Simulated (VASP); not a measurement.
Write the native input for VASP 6.6.1 that does the following.

- Task: single point
- Functional: PBE
- Potentials or basis: VASP PAW PBE potentials, release 64 (Cs_sv, Au)
- Cutoff: 500 eV
- k mesh: 12 × 12 × 6
- Occupations: fermi-dirac, width 0.15 eV
- Spin: no spin polarisation
- Dipole correction: no
- Further INCAR settings: ALGO = Normal; EDIFF = 1e-06; NBANDS = 22

The structure of Cs2Au lies in POSCAR:

```
Cs2Au
1.0
    5.2867698811      0.0000000000      0.0000000000
   -2.6433849405      4.5784770210      0.0000000000
    0.0000000000      0.0000000000      8.8439991334
Cs Au
2 1
Direct
    0.3333333333      0.6666666667      0.2231735722
    0.6666666667      0.3333333333      0.7768264278
    0.0000000000      0.0000000000      0.0000000000
```

These files were run (other wordings do the same):

INCAR

```
SYSTEM = Cs2Au
ALGO     = Normal         ! electronic algorithm
EDIFF    = 1E-6           ! SCF threshold, eV
ENCUT    = 500            ! plane-wave cutoff, eV
GGA      = PE             ! functional
GGA_COMPAT= .False.      
ISIF     = 2              ! what is computed and relaxed
ISMEAR   = -1             ! smearing method
LASPH    = .True.         ! aspherical terms in the spheres
LCHARG   = .False.        ! write CHGCAR
LREAL    = .False.        ! projectors in reciprocal space
LWAVE    = .False.        ! write WAVECAR
NBANDS   = 22             ! bands
NELM     = 120            ! most SCF steps
PREC     = Accurate       ! precision mode
SIGMA    = 0.15           ! smearing width, eV
```

KPOINTS

```
k-points
0
Gamma
  12 12 6
  0 0 0
```

Potentials or basis: VASP PAW PBE potentials, release 64 (Cs_sv, Au).

Run with:

```bash
$ cat potpaw_PBE.64/Cs_sv/POTCAR potpaw_PBE.64/Au/POTCAR > POTCAR
$ mpirun -np 1 vasp_std > vasp.out
```

It gave:

```
Pressure               : 0.0 GPa
Largest force          : 0.006 eV/Å
Band gap on the k mesh : zero (an odd number of electrons rules out a gap without spin polarisation)
```

Caveat: spin-orbit coupling is left out, which moves the levels of the heavy elements.

Run time: 9.8 min on 1 thread of Intel Xeon 8259CL, with other jobs on the host, peak memory 0.61 GiB.
